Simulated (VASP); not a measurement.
# Be (Fm-3m) in VASP: notebook, part 2 of 2

VASP 6.6.1.

### Step 4. Single point, PBE (7.93 Å³/atom)

This run uses another cell than the first one, of 7.93 Å³/atom.

INCAR

```
PREC = Accurate
ENCUT = 600
EDIFF = 1E-6
ISMEAR = 0
SIGMA = 0.05
LREAL = F
LASPH = T
NELM = 120
ALGO = Normal
ISIF = 2
LWAVE = F
LCHARG = T
GGA = PE
LELF = T
LVHAR = T
NBANDS = 7
GGA_COMPAT = F
```

KPOINTS

```
regular mesh
0
Gamma
  22 22 22
```

POSCAR

```
Be
1.0
    0.0000000000      1.5830494878      1.5830494878
    1.5830494878      0.0000000000      1.5830494878
    1.5830494878      1.5830494878      0.0000000000
Be
1
Direct
    0.0000000000      0.0000000000      0.0000000000
```

Potentials or basis: VASP PAW PBE potentials, release 64 (Be).

On the command line:

```
cat potpaw_PBE.64/Be/POTCAR > POTCAR
mpirun -np 1 vasp_std > vasp.out
```

OUTCAR:

```text
PREC = Accurate
   ENCUT = 600
   EDIFF = 1E-6
   ISMEAR = 0
   LREAL = F
   LASPH = T
   NELM = 120
   ISIF = 2
   GGA = PE

 ion  position               nearest neighbor table
   1  0.000  0.000  0.000-

  LATTYP: Found a face centered cubic cell.
 ALAT       =     3.1660989756

  Lattice vectors:

 A1 = (   0.0000000000,   1.5830494878,   1.5830494878)
 A2 = (   1.5830494878,   0.0000000000,   1.5830494878)
 A3 = (   1.5830494878,   1.5830494878,   0.0000000000)

Analysis of symmetry for initial positions (statically):
=====================================================================
 Subroutine PRICEL returns:
 Original cell was already a primitive cell.

 Routine SETGRP: Setting up the symmetry group for a
 face centered cubic supercell.

 Subroutine GETGRP returns: Found 48 space group operations
 (whereof 48 operations were pure point group operations)
 out of a pool of 48 trial point group operations.

The static configuration has the point symmetry O_h .

Analysis of symmetry for dynamics (positions and initial velocities):
=====================================================================
 Subroutine PRICEL returns:
 Original cell was already a primitive cell.

 Routine SETGRP: Setting up the symmetry group for a
 face centered cubic supercell.

 Subroutine GETGRP returns: Found 48 space group operations
 (whereof 48 operations were pure point group operations)
 out of a pool of 48 trial point group operations.

The dynamic configuration has the point symmetry O_h .

 Subroutine INISYM returns: Found 48 space group operations
 (whereof 48 operations are pure point group operations),
 and found     1 'primitive' translations

----------------------------------------------------------------------------------------

[... 107 lines left out ...]
   IALGO  =     38    algorithm
   IMIX   =      4    mixing-type and parameters
     AMIX     =   0.40;   BMIX     =  1.00
     AMIX_MAG =   1.60;   BMIX_MAG =  1.00
  volume/ion in A,a.u.               =       7.93        53.54
  Fermi-wavevector in a.u.,A,eV,Ry     =   1.034142  1.954246 14.550757  1.069450
  Thomas-Fermi vector in A             =   2.168423
   LORBIT       =      0    0 simple, 1 ext, 2 COOP (PROOUT), +10 PAW based schemes
   GGA     = PE    functional components
   LHFCALC =     F    Hartree Fock is set to
   AEXX    =    0.0000 exact exchange contribution
   IVDW    =     0    specifies the selected vdW correction
   LEPSILON=     F    determine dielectric tensor
   LRPA    =     F    only Hartree local field effects (RPA)
 non-spin polarized calculation
 Gauss-broadening in eV      SIGMA  =   0.05
  energy-cutoff  :      600.00
  volume of cell :        7.93
 maximum number of plane-waves:       279
 NGX is ok and might be reduce to    18
   NGX =  9   NGY =  9   NGZ =  9

 number of electron       2.0000000 magnetization

 Free energy of the ion-electron system (eV)
  ---------------------------------------------------
  ext. energy  EPLUGINS =         0.00000000
  ---------------------------------------------------
  free energy    TOTEN  =        -3.68671097 eV

  energy without entropy =       -3.68658734  energy(sigma->0) =       -3.68664916

 E-fermi :   7.5498     XC(G=0): -10.5985

 val. band max:        7.5459590099   @ k =  -0.4545   0.0909   0.0455
 cond. band min:       7.5698189283   @ k =   0.5000   0.0455   0.0000
 fundamental gap:      0.0238599184
 Fermi energy:         7.5498297673

 k-point     1 :       0.0000    0.0000    0.0000
  band No.  band energies     occupation
      1      -4.3397      2.00000
      2      26.8111      0.00000
      3      26.8111      0.00000
      4      26.8111      0.00000
      5      36.4650      0.00000
      6      36.4650      0.00000
      7      36.4650      0.00000
[... 221 lines left out ...]
 k-point    24 :      -0.4545    0.0455    0.0000
  band No.  band energies     occupation
      1       2.1208      2.00000
      2       7.7630      0.00000
      3      23.4429      0.00000
      4      23.8116      0.00000
      5      32.2712      0.00000
      6      33.9275      0.00000
      7      37.3685      0.00000

 [... further k-points ...]

------------------------ aborting loop because EDIFF is reached ----------------------------------------

  FORCE on cell =-STRESS in cart. coord.  units (eV):
  Direction    XX          YY          ZZ          XY          YZ          ZX
  --------------------------------------------------------------------------------------
  -------------------------------------------------------------------------------------
  Total       -0.0387124     -0.0387124     -0.0387124      0.0000000     -0.0000000      0.0000000
  in kB       -7.8171254     -7.8171254     -7.8171254      0.0000000     -0.0000000      0.0000000
  external PRESSURE =      -7.8171254 kB  Pullay stress =       0.0000000 kB

 VOLUME and BASIS-vectors are now :
 -----------------------------------------------------------------------------
  energy-cutoff  :      600.00
  volume of cell :        7.93
      direct lattice vectors                 reciprocal lattice vectors
     0.000000000  1.583049488  1.583049488    -0.315846096  0.315846096  0.315846096
     1.583049488  0.000000000  1.583049488     0.315846096 -0.315846096  0.315846096
     1.583049488  1.583049488  0.000000000     0.315846096  0.315846096 -0.315846096

 POSITION                                       TOTAL-FORCE (eV/Angst)
 -----------------------------------------------------------------------------------
      0.00000      0.00000      0.00000        -0.000000     -0.000000     -0.000000
 -----------------------------------------------------------------------------------
    total drift:                                0.000000     -0.000000     -0.000000

  FREE ENERGIE OF THE ION-ELECTRON SYSTEM (eV)
  ---------------------------------------------------
  free  energy   TOTEN  =        -3.6867109693 eV

  energy  without entropy=       -3.6865873427  energy(sigma->0) =       -3.68664916
```

OSZICAR:

```text
N       E                     dE             d eps       ncg     rms          rms(c)
DAV:   1    -0.203164339757E+01   -0.20316E+01   -0.12516E+03  4802   0.264E+02
DAV:   2    -0.371339011406E+01   -0.16817E+01   -0.15805E+01  6293   0.294E+01
DAV:   3    -0.371655875233E+01   -0.31686E-02   -0.31686E-02  5558   0.114E+00
DAV:   4    -0.371655922764E+01   -0.47531E-06   -0.47542E-06  7000   0.142E-02
DAV:   5    -0.371655922749E+01    0.14916E-09   -0.11419E-10  5572   0.383E-05    0.781E-01
DAV:   6    -0.369511202705E+01    0.21447E-01   -0.25303E-03  5299   0.495E-01    0.480E-01
DAV:   7    -0.368671242409E+01    0.83996E-02   -0.23835E-03  5292   0.502E-01    0.246E-02
DAV:   8    -0.368671080543E+01    0.16187E-05   -0.23391E-06  5691   0.100E-02    0.618E-03
DAV:   9    -0.368671096931E+01   -0.16388E-06   -0.14300E-06  5873   0.906E-03
   1 F= -.36867110E+01 E0= -.36866492E+01  d E =-.123627E-03
```

Wall time 24 s (1 thread of Intel Xeon 8259CL, shared host); peak memory 0.13 GiB.

Results:

```
Free energy            : -3.6867 eV
Pressure               : -0.8 GPa
Band gap on the k mesh : zero (bands 1 and 2 overlap by 0.69 eV)
```

### Step 5. Overview

| cell | gap on the mesh (eV) | pressure (GPa) |
| --- | --- | --- |
| a = 2.233 Å, angles 60.0°, 1 atom | none | 0.2 |
| a = 2.259 Å, angles 60.0°, 1 atom | none | -3.8 |
| a = 2.239 Å, angles 60.0°, 1 atom | none | -0.8 |

Alike in all rows: task single point; level PBE; potentials or basis VASP PAW PBE potentials, release 64 (Be); no spin polarisation; k mesh 22 × 22 × 22; cutoff (eV) 600; smearing gaussian 0.05 eV.

Caveats: the cell stands under tension (at least some runs).

Absolute energies hang on the potentials; compare differences alone.
